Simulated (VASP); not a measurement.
**PbF2: single point with PBE**

The system is PbF2.

```xyz
3
Lattice="0.0000 3.0001 3.0001 3.0001 0.0000 3.0001 3.0001 3.0001 0.0000" Properties=species:S:1:pos:R:3 pbc="T T T"
Pb    0.0000    0.0000    0.0000
F     1.5000    1.5000    1.5000
F     4.5001    4.5001    4.5001
```

```yaml
Program: VASP 6.6.1
Task: single point
Functional: PBE
Potentials_or_basis: VASP PAW PBE potentials, release 64 (Pb_d, F)
Cutoff: 520 eV
k_mesh: 8 × 8 × 8
Occupations: gaussian, width 0.02 eV
Spin: no spin polarisation
Dipole_correction: no
Further_INCAR_settings: ALGO = Normal; EDIFF = 1e-06; NBANDS = 21
```

The pressure is -0.2 GPa and the band gap on the k mesh is 4.42 eV (least direct gap 4.56 eV).

Levels at points of the mesh, in eV from the valence-band top:
| k point | band 12 | band 13 | band 14 | band 15 | band 16 | band 17 |
| --- | --- | --- | --- | --- | --- | --- |
| (0.00, 0.00, 0.00) | -1.75 | -1.75 | -1.75 | 6.73 | 6.73 | 6.73 |
| (0.50, 0.00, 0.00) | -1.92 | -1.92 | -0.01 | 5.03 | 7.55 | 7.55 |
| (0.50, 0.50, 0.00) | -1.36 | -1.35 | -0.14 | 4.42 | 7.77 | 7.77 |

Run time: 26 s on 1 thread of Intel(R) Xeon(R) Platinum 8259CL CPU @ 2.50GHz (Skylake/Cascade Lake), with other jobs on the host, peak memory 0.18 GiB.

Caveat: spin-orbit coupling is left out, which moves the levels of the heavy elements. A k mesh can miss the band edges.
